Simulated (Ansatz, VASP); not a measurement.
## Au: VASP beside Ansatz

```
CELL_PARAMETERS angstrom
1.41131 -2.55593 0.00000
1.41131 2.55593 0.00000
0.00000 0.00000 4.89317
ATOMIC_POSITIONS crystal
Au 0.58839 0.19904 0.25000
Au 0.33467 0.66533 0.75000
```

Alike in both runs: task single point; functional PBEsol; k mesh 20 × 20 × 10; occupations gaussian, width 0.15 eV; no spin polarisation.

```csv
,VASP,Ansatz
version,VASP 6.6.1,Ansatz 0.2.0
potentials or method,"VASP PAW PBE potentials, release 64 (Au), cutoff 520 eV","scalar-relativistic, plane waves, PAW"
valence electrons in the cell,22,38
```

Ansatz gave:

| Quantity | Value |
| --- | --- |
| gap on the k mesh at the Fermi level (eV) | none |
| pressure (GPa) | -4.0 |
| traceless stress, the component that is largest in VASP (GPa) | -2.13 |
| rms of the force components (eV/Å) | 0.152 |

Which values does VASP return?

gap on the k mesh at the Fermi level (eV): none; pressure (GPa): -4.2; traceless stress, the component that is largest in VASP (GPa): -2.11; rms of the force components (eV/Å): 0.152.

VASP's potentials were made for PBE, not for PBEsol. Atom by atom the forces differ by 0.000 eV/Å (rms over components). A gap of «none» marks a metal or a gap that the smearing closes. VASP's potentials hold 22 valence electrons a cell and Ansatz's 38, so a difference there can come from the potentials and not from the codes.

Spin-orbit coupling is off throughout.
